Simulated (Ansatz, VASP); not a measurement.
Two plane-wave programs on Ti

The input INCAR:

```
SYSTEM = Ti
ALGO = Fast
EDIFF = 1E-6
ENCUT = 520
GGA = PS
ISIF = 2
ISMEAR = 0
LASPH = .True.
LCHARG = .True.
LELF = .True.
LREAL = .False.
LVHAR = .True.
LWAVE = .False.
NBANDS = 19
NELM = 100
PREC = Accurate
SIGMA = 0.15
```

File KPOINTS:

```
k-points
0
Gamma
  18 18 10
  0 0 0
```

The input POSCAR:

```
Ti
1.0
    2.9499978604      0.0000000000      0.0110624920
   -1.4749989302      2.5547730882     -0.0055312460
    0.0175725000      0.0000000000      4.6860000000
Ti
2
Direct
    0.3333333333      0.6666666667      0.2500000000
    0.6666666667      0.3333333333      0.7500000000
```

Input for Ansatz:

```yaml
crystal:
  lattice:
    - [2.9499978604, 0.0, 0.011062492]
    - [-1.4749989302, 2.5547730882, -0.005531246]
    - [0.0175725, 0.0, 4.686]
  atoms:
    - { symbol: Ti, position: [0.3333333333, 0.6666666667, 0.25] }
    - { symbol: Ti, position: [0.6666666667, 0.3333333333, 0.75] }
basis:
  ecutwfc: 420
kpoints:
  mp_grid: { grid: [18, 18, 10] }
hamiltonian:
  xc: pbesol
scf:
  occupations: { method: gaussian, width: 0.15 }
output:
  forces: true
  stress: true
  eigenvalues: true
```

Change from the starting cell: strain +0.0075 x Voigt [0, 0, 0, 0, 1, 0], atoms carried along.

Alike in both runs: task single point; functional PBEsol; k mesh 18 × 18 × 10; occupations gaussian, width 0.15 eV; no spin polarisation.

|  | VASP | Ansatz |
| --- | --- | --- |
| version | VASP 6.6.1 | Ansatz 0.2.0 |
| potentials or method | VASP PAW PBE potentials, release 64 (Ti_sv), cutoff 520 eV | scalar-relativistic, plane waves, PAW |
| valence electrons in the cell | 24 | 24 |

|  | VASP | Ansatz | Ansatz less VASP |
| --- | --- | --- | --- |
| gap on the k mesh at the Fermi level (eV) | none | none | - |
| pressure (GPa) | -6.1 | -5.9 | +0.28 |
| traceless stress, the component that is largest in VASP (GPa) | -0.38 | -0.38 | -0.001 |

VASP's potentials were made for PBE, not for PBEsol. A gap of «none» marks a metal or a gap that the smearing closes.
